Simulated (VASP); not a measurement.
**Ni: single point with LDA**

The system is Ni.

```
Ni
1.0
     0.00000    1.76044    1.76044
     1.76044    0.00000    1.76044
     1.76044    1.76044    0.00000
Ni
1
Cartesian
  0.0000 0.0000 0.0000
```

This cell differs from its parent crystal: volume scaled by 1.04.

```yaml
Program: VASP 6.6.1
Task: single point
Functional: LDA
Potentials_or_basis: VASP PAW LDA potentials, release 64 (Ni)
Cutoff: 520 eV
k_mesh: 13 × 13 × 13
Occupations: fermi-dirac, width 0.05 eV
Spin: collinear spin, ferromagnetic start
Starting_moments: "[1.0] μB"
Dipole_correction: no
Further_INCAR_settings: ALGO = Fast; EDIFF = 1e-06; NBANDS = 15
```

```yaml
Pressure: -17.4 GPa
Net_moment: 0.62 μB per cell
Site_moments: Ni +0.62 μB
Valence_electrons_inside_the_program's_atomic_spheres: Ni 9.31
```

Levels at points of the mesh, in eV from the Fermi level:
Spin up:
```
           k point  band 1  band 2  band 3  band 4  band 5  band 6  band 7  band 8  band 9  band 10
(0.00, 0.00, 0.00)   -8.96   -2.35   -2.35   -2.35   -1.20   -1.20   23.76   27.49   27.49    27.49
```
Spin down:
| k point | band 1 | band 2 | band 3 | band 4 | band 5 | band 6 | band 7 | band 8 | band 9 | band 10 |
| --- | --- | --- | --- | --- | --- | --- | --- | --- | --- | --- |
| (0.00, 0.00, 0.00) | -8.92 | -1.72 | -1.72 | -1.72 | -0.62 | -0.62 | 23.75 | 27.54 | 27.54 | 27.54 |

Wall time 45 s on 1 thread of AMD EPYC 7R43 64-Core Processor (Zen 3), on a shared host, peak memory 0.1 GiB.
